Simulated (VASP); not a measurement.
Wanted: the native input for a VASP 6.6.1 run.

* Task: single point
* Functional: LDA
* Potentials or basis: VASP PAW LDA potentials, release 64 (Mn_pv, O)
* Cutoff: 520 eV
* k mesh: 11 × 11 × 6
* Occupations: fermi-dirac, width 0.05 eV
* Spin: collinear spin, ferromagnetic start
* Starting moments: [4.0, 0.0, 0.0] μB
* Dipole correction: no
* Further INCAR settings: ALGO = Normal; EDIFF = 1e-07; NBANDS = 24

The structure of MnO2 lies in POSCAR:

```
MnO2
1.0
    2.8374059371      0.0000000000      0.0000000000
   -1.4187029685      2.4572656224      0.0000000000
    0.0000000000      0.0000000000      4.5704914233
Mn O
1 2
Direct
    0.0000000000      0.0000000000      0.5000000000
    0.3333333333      0.6666666667      0.7062925700
    0.6666666667      0.3333333333      0.2937074300
```

One way to write it, as run:

INCAR

```
  ALGO = Normal
  EDIFF = 1E-7
  ENCUT = 520
  GGA = CA
  ISIF = 2
  ISMEAR = -1
  ISPIN = 2
  LASPH = True
  LCHARG = True
  LELF = True
  LMAXMIX = 4
  LORBIT = 11
  LREAL = False
  LVHAR = True
  LWAVE = False
  MAGMOM = 4 0 0
  NBANDS = 24
  NELM = 150
  PREC = Accurate
  SIGMA = 0.05
```

KPOINTS

```
k-points
0
Gamma
  11 11 6
```

Potentials or basis: VASP PAW LDA potentials, release 64 (Mn_pv, O).

The run is started by

```sh
$ cat potpaw_LDA.64/Mn_pv/POTCAR potpaw_LDA.64/O/POTCAR > POTCAR
$ mpirun -np 1 vasp_std > vasp.out
```

Results of the run:

| Item | Value |
| --- | --- |
| Pressure | -3.8 GPa |
| Largest force | 0.162 eV/Å |
| Band gap on the k mesh | 0.23 eV (least direct gap 0.27 eV) |
| Net moment | 3.00 μB per cell |
| Site moments | Mn +2.76; O +0.07 μB |
| Valence electrons inside the program's atomic spheres | Mn 11.83; O 4.97 |

Caveat: the cell stands under tension; an odd mesh through Γ misses points on the zone boundary, where band edges can lie; a cell with one magnetic atom can't hold antiferromagnetic order, which such compounds often take.

It took 110 s on 1 thread of AMD EPYC 9R45 96-Core Processor (Zen 5), with other jobs on the host, peak memory 0.18 GiB.
